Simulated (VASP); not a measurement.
Set up this calculation in VASP 6.6.1, as the native input.

* Task: relaxation of cell and atoms
* Functional: r2SCAN
* Potentials or basis: VASP PAW PBE potentials, release 64 (Nb_sv)
* Cutoff: 550 eV
* k mesh: 7 × 7 × 7
* Occupations: methfessel-paxton, width 0.05 eV
* Spin: no spin polarisation
* Dipole correction: no
* Further INCAR settings: ALGO = Normal; EDIFF = 1e-07; IBRION = 2; EDIFFG = -0.03; NSW = 80; ISIF = 3

Crystal: Nb.

```
CELL_PARAMETERS angstrom
0.00000 2.09500 2.09500
2.09500 0.00000 2.09500
2.09500 2.09500 0.00000
ATOMIC_POSITIONS crystal
Nb 0.00000 0.00000 0.00000
```

This isn't the form of Nb at room conditions, which is bcc.

The input as run:

POSCAR

```
Nb
1.0
    0.0000000000      2.0950000000      2.0950000000
    2.0950000000      0.0000000000      2.0950000000
    2.0950000000      2.0950000000      0.0000000000
Nb
1
Direct
    0.0000000000      0.0000000000      0.0000000000
```

INCAR.step1

```
SYSTEM = Nb
ALGO = Normal
EDIFF = 1E-5
EDIFFG = -0.005
ENCUT = 550
GGA = PE
GGA_COMPAT = .False.
IBRION = 2
ISIF = 3
ISMEAR = 1
LASPH = .True.
LCHARG = .False.
LREAL = .False.
LWAVE = .True.
NELM = 120
NELMIN = 4
NSW = 100
PREC = Accurate
SIGMA = 0.05
```

INCAR.step2

```
SYSTEM = Nb
ALGO = Normal
EDIFF = 1E-7
EDIFFG = -0.03
ENCUT = 550
GGA_COMPAT = .False.
IBRION = 2
ISIF = 3
ISMEAR = 1
ISTART = 1
LASPH = .True.
LCHARG = .False.
LMIXTAU = .True.
LREAL = .False.
LWAVE = .False.
METAGGA = R2SCAN
NELM = 120
NELMIN = 4
NSW = 80
PREC = Accurate
SIGMA = 0.05
```

KPOINTS

```
k-points
0
Gamma
  7 7 7
  0 0 0
```

Potentials or basis: VASP PAW PBE potentials, release 64 (Nb_sv).

Command:

```console
$ cat potpaw_PBE.64/Nb_sv/POTCAR > POTCAR
$ cp INCAR.step1 INCAR
$ mpirun -np 1 vasp_std > vasp.out
$ cp INCAR.step2 INCAR
$ mpirun -np 1 vasp_std > vasp.out
```

Results of the run:

```json
{
  "Relaxed volume": "18.62 Å³/atom",
  "Relaxed cell": "a = 2.975 Å, b = 2.975 Å, c = 2.975 Å, α = 60.00°, β = 60.00°, γ = 60.00°",
  "Space group after relaxing (to 0.1 Å)": "Fm-3m (No. 225)",
  "Energy gained by relaxing": "1.5 meV/atom",
  "Ionic steps": "3",
  "Pressure after relaxing": "0.0 GPa",
  "Band gap on the k mesh": "zero (an odd number of electrons rules out a gap without spin polarisation)"
}
```

Caveat: the k points lie up to 0.37 Å⁻¹ apart in the final cell, too coarse for converged energies and pressures of a metal; the PAW data sets were made with another functional, which shifts forces and pressure a little.

Wall time 32 s on 1 thread of Intel(R) Xeon(R) 6975P-C (Granite Rapids), on a shared host, peak memory 0.15 GiB.
